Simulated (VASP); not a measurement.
Wanted: the native input for a VASP 6.6.1 run.

| Item | Value |
| --- | --- |
| Task | single point |
| Functional | PBEsol |
| Dispersion | D3(BJ) |
| Potentials or basis | VASP PAW PBE potentials, release 64 (C) |
| Cutoff | 520 eV |
| k mesh | 21 × 21 × 12 |
| Occupations | gaussian, width 0.15 eV |
| Spin | no spin polarisation |
| Dipole correction | no |
| Further INCAR settings | ALGO = Normal; EDIFF = 1e-06; NBANDS = 11 |

The structure of C lies in POSCAR:

```
C
1.0
    2.4576582469      0.0000000000      0.0000000000
   -1.2288291235      2.1283944757      0.0000000000
    0.0000000000      0.0000000000      3.5294822413
C
2
Direct
    0.3333333333      0.6666666667     -0.0266328015
    0.6666666667      0.3333333333      0.0266328015
```

This cell differs from its parent crystal: atoms displaced along a vibrational mode.

The input as run:

INCAR

```
SYSTEM = C
ALGO = Normal
EDIFF = 1E-6
ENCUT = 520
GGA = PS
ISIF = 2
ISMEAR = 0
IVDW = 12
LASPH = .True.
LCHARG = .False.
LREAL = .False.
LWAVE = .False.
NBANDS = 11
NELM = 100
PREC = Accurate
SIGMA = 0.15
```

KPOINTS

```
k-points
0
Gamma
  21 21 12
  0 0 0
```

Potentials or basis: VASP PAW PBE potentials, release 64 (C).

Command:

```bash
$ cat potpaw_PBE.64/C/POTCAR > POTCAR
$ mpirun -np 1 vasp_std > vasp.out
```

Results of the run:

| Property | Result |
| --- | --- |
| Pressure | -1.4 GPa |
| Largest force | 3.178 eV/Å |
| Band gap on the k mesh | zero (bands 4 and 5 overlap by 1.00 eV) |
| Dispersion energy per atom | -0.105 eV |

Caveat: the cell differs from its parent crystal (atoms displaced along a vibrational mode); the PAW data sets were made with another functional, which shifts forces and pressure a little.

Run time: 60 s on 1 thread of Intel(R) Xeon(R) Platinum 8259CL CPU @ 2.50GHz (Skylake/Cascade Lake), on a shared host, peak memory 0.2 GiB.
